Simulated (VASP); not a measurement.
LiTa2H2, 5 atoms in the cell. It takes space group P-3m1 (No. 164, trigonal). Conventional cell: a = 3.394 Å, b = 3.394 Å, c = 6.461 Å, α = 90.00°, β = 90.00°, γ = 120.00°. Within 3.8 Å of Li (site symmetry -3m) lie 6 H at 2.92 Å and 6 Ta at 3.02 Å and 6 Li at 3.39 Å. Within 2.6 Å of Ta (site symmetry 3m) lie 4 H at 1.96 to 2.00 Å. H (site symmetry 3m) has 4 Ta at 1.96 to 2.00 Å within 2.6 Å. 

| Quantity | Value |
| --- | --- |
| Program | VASP 6.6.1 |
| Task | single point |
| Functional | PBE |
| Potentials or basis | VASP PAW PBE potentials, release 64 (Li_sv, Ta_pv, H) |
| Cutoff | 520 eV |
| k mesh | 6 × 6 × 4 |
| Occupations | gaussian, width 0.1 eV |
| Spin | no spin polarisation |
| Dipole correction | no |
| Further INCAR settings | ALGO = Normal; EDIFF = 1e-06; NBANDS = 22 |

Potentials or basis: VASP PAW PBE potentials, release 64 (Li_sv, Ta_pv, H).

The run is started by

```sh
$ cat potpaw_PBE.64/Li_sv/POTCAR potpaw_PBE.64/Ta_pv/POTCAR potpaw_PBE.64/H/POTCAR > POTCAR
$ mpirun -np 1 vasp_std > vasp.out
```

Hardware: 1 thread of AMD EPYC 7R43 64-Core Processor (Zen 3) (shared host).

Problem. How long does it take, and how much memory?

Solution. Wall time 36 s on 1 thread of AMD EPYC 7R43 64-Core Processor (Zen 3), on a shared host, peak memory 0.17 GiB. Counts: scf iterations 13, k points 24.
